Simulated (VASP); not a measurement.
Wanted: the native input for a VASP 6.6.1 run.

* Task: single point
* Functional: PBE
* Potentials or basis: VASP PAW PBE potentials, release 64 (Sn_d, Hf_pv, O)
* Cutoff: 520 eV
* k mesh: 4 × 4 × 4
* Occupations: fermi-dirac, width 0.01 eV
* Spin: no spin polarisation
* Dipole correction: no
* Further INCAR settings: LREAL = Auto; ALGO = Normal; EDIFF = 1e-07; NBANDS = 108

The structure of Hf7SnO16 (a cell with a defect) lies in POSCAR:

```
Hf7SnO16
1.0
   -3.5580193300      3.5580193300      5.1718612100
    3.5580193300     -3.5580193300      5.1718612100
    3.5580193300      3.5580193300     -5.1718612100
Sn Hf O
1 7 16
Direct
    0.5000000000      0.5000000000      0.5000000000
    0.0000000000      0.0000000000      0.5000000000
    0.0021046791      0.5021046791      0.0000000000
    0.4978953209     -0.0021046791      0.0000000000
    0.0004222306     -0.0004222306      0.0000000000
    0.4995777694      0.5004222306      0.0000000000
    0.4995777694     -0.0004222306      0.4991555387
    0.0004222306      0.5004222306      0.5008444613
    0.6024964994      0.3639446282      0.2614481287
    0.1026813983      0.8625888303      0.2599074320
    0.1026813983      0.3427739663      0.7400925680
    0.6024964994      0.8410483707      0.7385518713
    0.3794943294      0.6494380112      0.2300563183
    0.8801429364      0.1482571506      0.2318857858
    0.9193816929      0.6494380112      0.7699436817
    0.4163713648      0.1482571506      0.7681142142
    0.1589516293      0.3975035006      0.2614481287
    0.6572260337      0.8973186017      0.2599074320
    0.6360553718      0.3975035006      0.7385518713
    0.1374111697      0.8973186017      0.7400925680
    0.3505619888      0.0806183071      0.2300563183
    0.8517428494      0.5836286352      0.2318857858
    0.8517428494      0.1198570636      0.7681142142
    0.3505619888      0.6205056706      0.7699436817
```

The input as run:

INCAR

```
PREC = Accurate
ENCUT = 520
EDIFF = 1E-7
ISMEAR = -1
SIGMA = 0.01
LREAL = Auto
LASPH = T
NELM = 100
ALGO = Normal
ISIF = 2
LWAVE = F
LCHARG = F
GGA = PE
NBANDS = 108
```

KPOINTS

```
Automatic mesh
0
Gamma
  4 4 4
```

Potentials or basis: VASP PAW PBE potentials, release 64 (Sn_d, Hf_pv, O).

Command:

```console
$ cat potpaw_PBE.64/Sn_d/POTCAR potpaw_PBE.64/Hf_pv/POTCAR potpaw_PBE.64/O/POTCAR > POTCAR
$ mpirun -np 1 vasp_std > vasp.out
```

Results of the run:

```json
{
 "Pressure": "6.3 GPa",
 "Largest force": "0.176 eV/Å",
 "Band gap on the k mesh": "4.20 eV"
}
```

Caveat: spin-orbit coupling is left out, which moves the levels of the heavy elements.

It took 22 min on 1 thread of Intel(R) Xeon(R) Platinum 8259CL CPU @ 2.50GHz (Skylake/Cascade Lake), on a shared host, peak memory 0.53 GiB.
